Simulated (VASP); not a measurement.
# Zr (Fm-3m) in VASP: a series of runs, part 2 of 2

VASP 6.6.1.

### Step 4. Single point, PBE

INCAR

```
SYSTEM = Zr
PREC = Accurate
ENCUT = 520
EDIFF = 1E-6
ISMEAR = -1
SIGMA = 0.01
LREAL = .False.
LASPH = .True.
NELM = 100
ALGO = Normal
ISIF = 2
LWAVE = .False.
LCHARG = .True.
GGA = PE
LELF = .True.
LVHAR = .True.
NBANDS = 12
```

KPOINTS

```
Automatic mesh
0
Gamma
  16 16 16
  0 0 0
```

POSCAR

```
Zr
1.0
    0.0000000000      2.2550000000      2.2550000000
    2.2550000000      0.0000000000      2.2550000000
    2.2550000000      2.2550000000      0.0000000000
Zr
1
Direct
    0.0000000000      0.0000000000      0.0000000000
```

Run with:

```console
$ cat potpaw_PBE.64/Zr_sv/POTCAR > POTCAR
$ mpirun -np 1 vasp_std > vasp.out
```

It took 39 s on 1 thread of Intel Xeon 8259CL, shared host; peak memory 0.16 GiB.

Results (log left out):

| Item | Value |
| --- | --- |
| Free energy | -8.4779 eV |
| Pressure | 0.9 GPa |
| Band gap on the k mesh | zero (bands 6 and 7 overlap by 1.38 eV) |

Levels at points of the mesh, in eV from the Fermi level:
| k point | band 4 | band 5 | band 6 | band 7 | band 8 | band 9 |
| --- | --- | --- | --- | --- | --- | --- |
| (0.00, 0.00, 0.00) | -26.18 | -5.59 | 0.98 | 0.98 | 0.98 | 3.44 |
| (0.50, 0.00, 0.00) | -26.31 | -2.98 | 0.79 | 0.79 | 1.15 | 5.25 |
| (0.50, 0.50, 0.00) | -26.53 | -3.04 | -2.24 | 3.07 | 5.26 | 5.77 |

### Step 5. Single point, PBE

INCAR

```
  ALGO = Normal
  EDIFF = 1E-6
  ENCUT = 520
  GGA = PE
  ISIF = 2
  ISMEAR = 0
  LASPH = T
  LCHARG = F
  LREAL = F
  LWAVE = F
  NBANDS = 12
  NELM = 80
  PREC = Accurate
  SIGMA = 0.05
```

KPOINTS

```
k-points
0
Gamma
  16 16 16
```

POSCAR is that of step 4.

Potentials or basis: VASP PAW PBE potentials, release 64 (Zr_sv).

Run with:

```console
$ cat potpaw_PBE.64/Zr_sv/POTCAR > POTCAR
$ mpirun -np 1 vasp_std > vasp.out
```

OUTCAR:

```text
EDIFF = 1E-6
   ENCUT = 520
   GGA = PE
   ISIF = 2
   ISMEAR = 0
   LASPH = T
   LREAL = F
   NELM = 80
   PREC = Accurate

 ion  position               nearest neighbor table
   1  0.000  0.000  0.000-

  LATTYP: Found a face centered cubic cell.
 ALAT       =     4.5100000000

  Lattice vectors:

 A1 = (   0.0000000000,   2.2550000000,   2.2550000000)
 A2 = (   2.2550000000,   0.0000000000,   2.2550000000)
 A3 = (   2.2550000000,   2.2550000000,   0.0000000000)

Analysis of symmetry for initial positions (statically):
[... 537 lines left out ...]

 [... further k-points ...]

------------------------ aborting loop because EDIFF is reached ----------------------------------------

  FORCE on cell =-STRESS in cart. coord.  units (eV):
  Direction    XX          YY          ZZ          XY          YZ          ZX
  --------------------------------------------------------------------------------------
  -------------------------------------------------------------------------------------
  Total        0.1377292      0.1377292      0.1377292      0.0000000      0.0000000      0.0000000
  in kB        9.6220366      9.6220366      9.6220366      0.0000000      0.0000000      0.0000000
  external PRESSURE =       9.6220366 kB  Pullay stress =       0.0000000 kB

 VOLUME and BASIS-vectors are now :
 -----------------------------------------------------------------------------
  energy-cutoff  :      520.00
  volume of cell :       22.93
      direct lattice vectors                 reciprocal lattice vectors
     0.000000000  2.255000000  2.255000000    -0.221729490  0.221729490  0.221729490
     2.255000000  0.000000000  2.255000000     0.221729490 -0.221729490  0.221729490
     2.255000000  2.255000000  0.000000000     0.221729490  0.221729490 -0.221729490

 POSITION                                       TOTAL-FORCE (eV/Angst)
 -----------------------------------------------------------------------------------
      0.00000      0.00000      0.00000         0.000000      0.000000      0.000000
 -----------------------------------------------------------------------------------
    total drift:                                0.000000      0.000000     -0.000000

  FREE ENERGIE OF THE ION-ELECTRON SYSTEM (eV)
  ---------------------------------------------------
  free  energy   TOTEN  =        -8.4791469745 eV

  energy  without entropy=       -8.4759616135  energy(sigma->0) =       -8.47755429
```

OSZICAR:

```text
N       E                     dE             d eps       ncg     rms          rms(c)
DAV:   1     0.874690691167E+02    0.87469E+02   -0.69149E+03  3496   0.100E+03
DAV:   2    -0.576025648236E+01   -0.93229E+02   -0.90637E+02  3988   0.271E+02
DAV:   3    -0.874849611603E+01   -0.29882E+01   -0.29573E+01  5288   0.410E+01
DAV:   4    -0.880782301719E+01   -0.59327E-01   -0.59273E-01  3988   0.559E+00
DAV:   5    -0.880902662942E+01   -0.12036E-02   -0.12036E-02  5100   0.570E-01    0.104E+01
DAV:   6    -0.852681967557E+01    0.28221E+00   -0.37479E-01  3820   0.569E+00    0.417E+00
DAV:   7    -0.847591174678E+01    0.50908E-01   -0.19831E-01  4148   0.396E+00    0.712E-01
DAV:   8    -0.847915771106E+01   -0.32460E-02   -0.12438E-02  4136   0.127E+00    0.911E-02
DAV:   9    -0.847915637448E+01    0.13366E-05   -0.42235E-04  4496   0.178E-01    0.231E-02
DAV:  10    -0.847915211462E+01    0.42599E-05   -0.14373E-05  4112   0.393E-02    0.734E-03
DAV:  11    -0.847914711549E+01    0.49991E-05   -0.20563E-06  4036   0.125E-02    0.167E-03
DAV:  12    -0.847914697445E+01    0.14104E-06   -0.10033E-07  2152   0.231E-03
   1 F= -.84791470E+01 E0= -.84775543E+01  d E =-.318536E-02
```

stdout:

```text
POSCAR found type information on POSCAR Zr
 POSCAR found :  1 types and       1 ions
 scaLAPACK will be used
 LDA part: xc-table for (Slater+PW92), standard interpolation
 POSCAR, INCAR and KPOINTS ok, starting setup
 FFT: planning ... GRIDC
 FFT: planning ... GRID_SOFT
 FFT: planning ... GRID
 WAVECAR not read
 entering main loop
```

Wall time 37 s (1 thread of Intel Xeon 8259CL, shared host); peak memory 0.16 GiB.

Results:

| Property | Result |
| --- | --- |
| Free energy | -8.4791 eV |
| Pressure | 1.0 GPa |
| Band gap on the k mesh | zero (bands 6 and 7 overlap by 1.38 eV) |

### Step 6. Overview

| smearing | gap on the mesh (eV) | pressure (GPa) |
| --- | --- | --- |
| fermi-dirac 0.28 eV | none | 2.7 |
| gaussian 0.2 eV | none | 1.2 |
| fermi-dirac 0.01 eV | none | 0.9 |
| gaussian 0.05 eV | none | 1.0 |

Alike in all rows: task single point; level PBE; potentials or basis VASP PAW PBE potentials, release 64 (Zr_sv); no spin polarisation; cell as given; k mesh 16 × 16 × 16; cutoff (eV) 520.

Caveats: so wide a smearing shifts energies and pressures (at least some runs).

Total energies depend on the potentials used, so only differences within one code and one set of settings carry meaning.
